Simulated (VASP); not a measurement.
Set up this calculation in VASP 6.6.1, as the native input.

```yaml
Task: single point
Functional: LDA
Potentials_or_basis: VASP PAW LDA potentials, release 64 (Sn_d, Te)
Cutoff: 520 eV
k_mesh: 10 × 10 × 10
Occupations: gaussian, width 0.03 eV
Spin: no spin polarisation
Dipole_correction: no
Further_INCAR_settings: ALGO = Normal; EDIFF = 1e-06; NBANDS = 17
```

The structure of SnTe lies in POSCAR:

```
SnTe
1.0
    0.0000000000      3.2277083381      2.9002596661
    3.2277083381      0.0000000000      2.9002596661
    3.2277083381      3.2277083381      0.0000000000
Sn Te
1 1
Direct
    0.0000000000      0.0000000000      0.0000000000
    0.5000000000      0.5000000000      0.5000000000
```

These files were run (other wordings do the same):

INCAR

```
SYSTEM = SnTe
ALGO = Normal
EDIFF = 1E-6
ENCUT = 520
ISIF = 2
ISMEAR = 0
LASPH = .True.
LCHARG = .False.
LREAL = .False.
LWAVE = .False.
NBANDS = 17
NELM = 60
PREC = Accurate
SIGMA = 0.03
```

KPOINTS

```
k-points
0
Gamma
  10 10 10
  0 0 0
```

Potentials or basis: VASP PAW LDA potentials, release 64 (Sn_d, Te).

Command:

```sh
$ cat potpaw_LDA.64/Sn_d/POTCAR potpaw_LDA.64/Te/POTCAR > POTCAR
$ mpirun -np 1 vasp_std > vasp.out
```

It gave:

```json
{
 "Pressure": "1.8 GPa",
 "Band gap on the k mesh": "zero (bands 10 and 11 overlap by 0.01 eV)"
}
```

Caveat: the stress differs along the axes, from -4 to 14 GPa; semilocal functionals underestimate gaps, and a narrow one can read as zero; spin-orbit coupling is left out, which moves the levels of the heavy elements.

Run time: 3.1 min on 1 thread of Intel Xeon 8259CL, on a shared host, peak memory 0.24 GiB.
